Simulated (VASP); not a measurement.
Write the native input for VASP 6.6.1 that does the following.

| Item | Value |
| --- | --- |
| Task | relaxation of cell and atoms |
| Functional | PBE |
| Potentials or basis | VASP PAW PBE potentials, release 64 (Bi_d) |
| Cutoff | 600 eV |
| k mesh | 15 × 15 × 15 |
| Occupations | fermi-dirac, width 0.1 eV |
| Spin | no spin polarisation |
| Dipole correction | no |
| Further INCAR settings | ALGO = Normal; EDIFF = 1e-07; IBRION = 2; EDIFFG = -0.005; NSW = 60; ISIF = 3 |

The structure of Bi lies in POSCAR:

```
Bi
1.0
    0.0000000000      2.5198420998      2.5198420998
    2.5198420998      0.0000000000      2.5198420998
    2.5198420998      2.5198420998      0.0000000000
Bi
1
Direct
    0.0000000000      0.0000000000      0.0000000000
```

This isn't the form of Bi at room conditions, which is rhombohedral.

The input as run:

INCAR

```
SYSTEM = Bi
PREC = Accurate
ENCUT = 600
EDIFF = 1E-7
ISMEAR = -1
SIGMA = 0.1
LREAL = .False.
LASPH = .True.
NELM = 60
ALGO = Normal
ISIF = 3
LWAVE = .False.
LCHARG = .False.
GGA = PE
IBRION = 2
NSW = 60
EDIFFG = -0.005
```

KPOINTS

```
regular mesh
0
Gamma
  15 15 15
  0 0 0
```

Potentials or basis: VASP PAW PBE potentials, release 64 (Bi_d).

Command:

```bash
$ cat potpaw_PBE.64/Bi_d/POTCAR > POTCAR
$ mpirun -np 1 vasp_std > vasp.out
```

Results of the run:

The relaxed volume is 31.73 Å³/atom and the relaxed cell is a = 3.554 Å, b = 3.554 Å, c = 3.554 Å, α = 60.00°, β = 60.00°, γ = 60.00°. The space group after relaxing (to 0.1 Å) is Fm-3m (No. 225) and the energy gained by relaxing is 0.4 meV/atom. The ionic steps are 3. The pressure after relaxing is 0.0 GPa. The band gap on the k mesh is zero (an odd number of electrons rules out a gap without spin polarisation).

Caveat: spin-orbit coupling is left out, which moves the levels of the heavy elements.

Run time: 100 s on 1 thread of Intel Xeon 8259CL, with other jobs on the host, peak memory 0.2 GiB.
